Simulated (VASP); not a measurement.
# W (C2/m) in VASP: single point with PBEsol

Aim: the single point of W with PBEsol.

All numbers are computed with VASP 6.6.1; they aren't measurements. Logs are shortened: lines on timing, memory, paths and dates and some standing lists are left out, and cuts for length are marked.

### Step 1. The cell of the first run

It takes space group C2/m (No. 12, monoclinic). The conventional cell has a = 3.998 Å, b = 3.998 Å, c = 3.998 Å, α = 90.00°, β = 90.00°, γ = 90.00°. Within 3.6 Å of W (site symmetry m) lie 12 W at 2.73 to 2.92 Å.

### Step 2. Single point, PBEsol (atoms displaced along several vibrational modes)

Contents of INCAR:

```
SYSTEM = W
ALGO = Fast
EDIFF = 1E-7
ENCUT = 520
GGA = PS
ISIF = 2
ISMEAR = 0
LASPH = .True.
LCHARG = .True.
LELF = .True.
LREAL = .False.
LVHAR = .True.
LWAVE = .False.
NBANDS = 21
NELM = 100
PREC = Accurate
SIGMA = 0.15
```

Contents of KPOINTS:

```
k-points
0
Gamma
  16 16 12
  0 0 0
```

Contents of POSCAR:

```
W
1.0
    0.0000000000     -1.9991269216     -1.9991269216
    0.0000000000      1.9991269216     -1.9991269216
    3.9982538432      0.0000000000      0.0000000000
W
2
Direct
    0.5101044110      0.4898955890      0.4931970302
   -0.0101044110      0.0101044110      0.0068029698
```

Potentials or basis: VASP PAW PBE potentials, release 64 (W_sv).

On the command line:

```bash
> cat potpaw_PBE.64/W_sv/POTCAR > POTCAR
> mpirun -np 1 vasp_std > vasp.out
```

OUTCAR:

```text
SYSTEM = W
   EDIFF = 1E-7
   ENCUT = 520
   GGA = PS
   ISIF = 2
   ISMEAR = 0
   LASPH = .True.
   LREAL = .False.
   NELM = 100
   PREC = Accurate

 ion  position               nearest neighbor table
   1  0.510  0.490  0.493-   2 2.73   2 2.79   2 2.79   2 2.81   2 2.85   2 2.87   2 2.87   2 2.92

   2  0.990  0.010  0.007-   1 2.73   1 2.79   1 2.79   1 2.81   1 2.85   1 2.87   1 2.87   1 2.92

  LATTYP: Found a simple tetragonal cell.
 ALAT       =     2.8271924054
 C/A-ratio  =     1.4142135624

  Lattice vectors:

 A1 = (   0.0000000000,  -1.9991269216,  -1.9991269216)
 A2 = (   0.0000000000,   1.9991269216,  -1.9991269216)
 A3 = (   3.9982538432,   0.0000000000,   0.0000000000)

Analysis of symmetry for initial positions (statically):
=====================================================================
 Subroutine PRICEL returns:
 Original cell was already a primitive cell.

 Routine SETGRP: Setting up the symmetry group for a
 simple tetragonal supercell.

 Subroutine GETGRP returns: Found  4 space group operations
 (whereof  2 operations were pure point group operations)
 out of a pool of 16 trial point group operations.

The static configuration has the point symmetry C_1h.
 The point group associated with its full space group is C_2h.

Analysis of symmetry for dynamics (positions and initial velocities):
=====================================================================
 Subroutine PRICEL returns:
 Original cell was already a primitive cell.

 Routine SETGRP: Setting up the symmetry group for a
 simple tetragonal supercell.

 Subroutine GETGRP returns: Found  4 space group operations
 (whereof  2 operations were pure point group operations)
 out of a pool of 16 trial point group operations.

The dynamic configuration has the point symmetry C_1h.
 The point group associated with its full space group is C_2h.

 Subroutine INISYM returns: Found  4 space group operations
 (whereof  2 operations are pure point group operations),
 and found     1 'primitive' translations

----------------------------------------------------------------------------------------

                                     Primitive cell

  volume of cell :      31.9581

  direct lattice vectors                    reciprocal lattice vectors
     0.000000000 -1.999126922 -1.999126922     0.000000000 -0.250109182 -0.250109182
     0.000000000  1.999126922 -1.999126922     0.000000000  0.250109182 -0.250109182
     3.998253843  0.000000000  0.000000000     0.250109182  0.000000000  0.000000000

  length of vectors
     2.827192405  2.827192405  3.998253843     0.353707798  0.353707798  0.250109182

  position of ions in fractional coordinates (direct lattice)
     0.510104411  0.489895589  0.493197030
     0.989895589  0.010104411  0.006802970

  ion indices of the primitive-cell ions
   primitive index   ion index
                 1           1
                 2           2

----------------------------------------------------------------------------------------

 KPOINTS: k-points

Automatic generation of k-mesh.
 Grid dimensions read from file:
 generate k-points for:   16   16   12

 Generating k-lattice:

  Cartesian coordinates                     Fractional coordinates (reciprocal lattice)
     0.000000000 -0.015631824 -0.015631824     0.062500000  0.000000000  0.000000000
     0.000000000  0.015631824 -0.015631824     0.000000000  0.062500000  0.000000000
     0.020842432  0.000000000  0.000000000     0.000000000  0.000000000  0.083333333

  Length of vectors
     0.022106737  0.022106737  0.020842432

  Shift w.r.t. Gamma in fractional coordinates (k-lattice)
     0.000000000  0.000000000  0.000000000

 Subroutine IBZKPT returns following result:
 ===========================================

 Found    826 irreducible k-points:

 Following reciprocal coordinates:
            Coordinates               Weight
  0.000000  0.000000  0.000000      1.000000
  0.062500  0.000000  0.000000      4.000000
  0.125000  0.000000  0.000000      4.000000
  0.187500  0.000000  0.000000      4.000000
  0.250000  0.000000  0.000000      4.000000
  0.312500  0.000000  0.000000      4.000000
[... 16 lines left out ...]
 -0.062500  0.437500  0.000000      4.000000
  0.500000  0.062500  0.000000      4.000000
 [... further k-points ...]
   k-points           NKPTS =    826   k-points in BZ     NKDIM =    826   number of bands    NBANDS=     21
   number of dos      NEDOS =    301   number of ions     NIONS =      2
   total plane-waves  NPLWV =  17280
   dimension x,y,z NGX =    24 NGY =   24 NGZ =   30
   dimension x,y,z NGXF=    48 NGYF=   48 NGZF=   60
   ions per type =               2
   NGX,Y,Z   is equivalent  to a cutoff of  14.11, 14.11, 12.47 a.u.
   NGXF,Y,Z  is equivalent  to a cutoff of  28.23, 28.23, 24.95 a.u.
 SYSTEM =  W
   PREC   = accura    normal or accurate (medium, high low for compatibility)
   ISTART =      0    job   : 0-new  1-cont  2-samecut
   ICHARG =      2    charge: 1-file 2-atom 10-const
   ISPIN  =      1    spin polarized calculation?
   LNONCOLLINEAR =      F non collinear calculations
   LSORBIT =      F    spin-orbit coupling
   LASPH  =      T    aspherical Exc in radial PAW
   ENCUT  =  520.0 eV  38.22 Ry    6.18 a.u.   5.26  5.26  7.43*2*pi/ulx,y,z
   NELM   =    100;   NELMIN=  2; NELMDL= -5     # of ELM steps
   EDIFF  = 0.1E-06   stopping-criterion for ELM
   LREAL  =      F    real-space projection
   EDIFFG = 0.1E-05   stopping-criterion for IOM
   NSW    =      0    number of steps for IOM
   IBRION =     -1    ionic relax: 0-MD 1-quasi-New 2-CG
   NFREE  =      0    steps in history (QN), initial steepest desc. (CG)
   ISIF   =      2    stress and relaxation
   ISYM   =      2    0-nonsym 1-usesym 2-fastsym
   POTIM  = 0.5000    time-step for ionic-motion
   TEBEG  =    0.0;   TEEND  =   0.0 temperature during run
   PSTRESS=    0.0 pullay stress
   NELECT =      28.0000    total number of electrons
   NUPDOWN=      -1.0000    fix difference up-down
   EMIN   =  10.00;   EMAX   =-10.00  energy-range for DOS
   EFERMI =   0.00;   METHOD = LEGACY
   ISMEAR =     0;   SIGMA  =   0.15  broadening in eV -4-tet -1-fermi 0-gaus
   EFERMI_NEDOS =   21; number of points for ismear=-14 and -15
   IALGO  =     68    algorithm
   IMIX   =      4    mixing-type and parameters
     AMIX     =   0.40;   BMIX     =  1.00
     AMIX_MAG =   1.60;   BMIX_MAG =  1.00
  volume/ion in A,a.u.               =      15.98       107.83
  Fermi-wavevector in a.u.,A,eV,Ry     =   1.566512  2.960279 33.388164  2.453961
  Thomas-Fermi vector in A             =   2.668829
   LORBIT       =      0    0 simple, 1 ext, 2 COOP (PROOUT), +10 PAW based schemes
   GGA     = PS    functional components
   LHFCALC =     F    Hartree Fock is set to
   AEXX    =    0.0000 exact exchange contribution
   IVDW    =     0    specifies the selected vdW correction
   LEPSILON=     F    determine dielectric tensor
   LRPA    =     F    only Hartree local field effects (RPA)
 non-spin polarized calculation
 RMM-DIIS sequential band-by-band and
 Gauss-broadening in eV      SIGMA  =   0.15
  energy-cutoff  :      520.00
  volume of cell :       31.96
 maximum number of plane-waves:       888
 NGX is ok and might be reduce to    24
   NGX = 11   NGY = 11   NGZ = 15

 number of electron      28.0000001 magnetization

 Free energy of the ion-electron system (eV)
  ---------------------------------------------------
  ext. energy  EPLUGINS =         0.00000000
  ---------------------------------------------------
  free energy    TOTEN  =       -26.59642050 eV

  energy without entropy =      -26.56863336  energy(sigma->0) =      -26.58252693

 E-fermi :  10.6954     XC(G=0): -13.7021

 val. band max:       10.6948904021   @ k =   0.0625   0.0625   0.4167
 cond. band min:      10.6963703012   @ k =   0.1875   0.0625   0.2500
 fundamental gap:      0.0014798991
 Fermi energy:        10.6954000768

 k-point     1 :       0.0000    0.0000    0.0000
  band No.  band energies     occupation
      1     -62.8858      2.00000
      2     -62.7213      2.00000
      3     -27.6634      2.00000
      4     -26.9368      2.00000
      5     -26.9343      2.00000
      6     -26.4787      2.00000
[... 13 lines left out ...]
     20      16.7007      0.00000
     21      22.7038      0.00000

 k-point     2 :       0.0625    0.0000    0.0000
  band No.  band energies     occupation
      1     -62.8828      2.00000
      2     -62.7213      2.00000
      3     -27.6504      2.00000
      4     -26.9584      2.00000
      5     -26.9291      2.00000
      6     -26.5080      2.00000
[... 13 lines left out ...]
     20      17.2612      0.00000
     21      21.9509      0.00000

 k-point     3 :       0.1250    0.0000    0.0000
  band No.  band energies     occupation
      1     -62.8739      2.00000
      2     -62.7215      2.00000
      3     -27.6121      2.00000
      4     -27.0223      2.00000
      5     -26.9105      2.00000
      6     -26.5982      2.00000
[... 13 lines left out ...]
     20      18.4879      0.00000
     21      20.7205      0.00000

 k-point     4 :       0.1875    0.0000    0.0000
  band No.  band energies     occupation
      1     -62.8600      2.00000
      2     -62.7224      2.00000
      3     -27.5507      2.00000
      4     -27.1148      2.00000
      5     -26.8817      2.00000
      6     -26.7327      2.00000
[... 13 lines left out ...]
     20      19.5306      0.00000
     21      19.9134      0.00000

 k-point     5 :       0.2500    0.0000    0.0000
  band No.  band energies     occupation
      1     -62.8424      2.00000
      2     -62.7247      2.00000
      3     -27.4704      2.00000
      4     -27.2185      2.00000
      5     -26.9004      2.00000
      6     -26.8348      2.00000
[... 13 lines left out ...]
     20      18.5760      0.00000
     21      21.4190      0.00000
[... 382 lines left out ...]
     20      18.0415      0.00000
     21      23.5782      0.00000

 k-point    22 :       0.4375    0.0625    0.0000
  band No.  band energies     occupation
      1     -62.7822      2.00000
      2     -62.7445      2.00000
      3     -27.4206      2.00000
      4     -27.3496      2.00000
      5     -27.1229      2.00000
      6     -26.8689      2.00000
[... 13 lines left out ...]
     20      18.0063      0.00000
     21      23.2117      0.00000

 k-point    23 :      -0.0625    0.4375    0.0000
  band No.  band energies     occupation
      1     -62.7822      2.00000
      2     -62.7445      2.00000
      3     -27.4205      2.00000
      4     -27.3498      2.00000
      5     -27.1227      2.00000
      6     -26.8692      2.00000
[... 13 lines left out ...]
     20      18.0118      0.00000
     21      23.2008      0.00000

 k-point    24 :       0.5000    0.0625    0.0000
  band No.  band energies     occupation
      1     -62.7722      2.00000
      2     -62.7514      2.00000
      3     -27.4076      2.00000
      4     -27.4068      2.00000
      5     -27.0627      2.00000
      6     -26.9302      2.00000
[... 13 lines left out ...]
     20      17.7701      0.00000
     21      23.2960      0.00000

 [... further k-points ...]

------------------------ aborting loop because EDIFF is reached ----------------------------------------

  FORCE on cell =-STRESS in cart. coord.  units (eV):
  Direction    XX          YY          ZZ          XY          YZ          ZX
  --------------------------------------------------------------------------------------
  -------------------------------------------------------------------------------------
  Total        0.1518726      0.2342831      0.4305617     -0.2099876      0.0000000      0.0000000
  in kB        7.6139297     11.7454727     21.5856381    -10.5274494      0.0000000      0.0000000
  external PRESSURE =      13.6483468 kB  Pullay stress =       0.0000000 kB

 VOLUME and BASIS-vectors are now :
 -----------------------------------------------------------------------------
  energy-cutoff  :      520.00
  volume of cell :       31.96
      direct lattice vectors                 reciprocal lattice vectors
     0.000000000 -1.999126922 -1.999126922     0.000000000 -0.250109182 -0.250109182
     0.000000000  1.999126922 -1.999126922     0.000000000  0.250109182 -0.250109182
     3.998253843  0.000000000  0.000000000     0.250109182  0.000000000  0.000000000

 POSITION                                       TOTAL-FORCE (eV/Angst)
 -----------------------------------------------------------------------------------
      1.97193     -0.04040     -1.99913         0.846118      0.288930      0.000000
      0.02720     -1.95873     -1.99913        -0.846118     -0.288930      0.000000
 -----------------------------------------------------------------------------------
    total drift:                                0.000000      0.000000     -0.000000

  FREE ENERGIE OF THE ION-ELECTRON SYSTEM (eV)
  ---------------------------------------------------
  free  energy   TOTEN  =       -26.5964204975 eV

  energy  without entropy=      -26.5686333554  energy(sigma->0) =      -26.58252693
```

Run time: 5.9 min. Hardware: 1 thread of Intel Xeon Platinum 8259CL at 2.50GHz (Skylake/Cascade Lake), shared host; peak memory 0.51 GiB.

What came out:

```yaml
Free_energy: -26.5964 eV
Pressure: 1.4 GPa
Largest_force: 0.894 eV/Å
Band_gap_on_the_k_mesh: zero (bands 14 and 15 overlap by 3.59 eV)
```

Forces in eV/Å, atoms in the order of the input:
```
W    0.846  0.289  0.000
W   -0.846 -0.289  0.000
```

Stress tensor (GPa, compression positive):
```
 0.76 -1.05  0.00
-1.05  1.17  0.00
 0.00  0.00  2.16
```

Caveat: the cell differs from its parent crystal (atoms displaced along several vibrational modes); the PAW data sets were made with another functional, which shifts forces and pressure a little; spin-orbit coupling is left out, which moves the levels of the heavy elements.
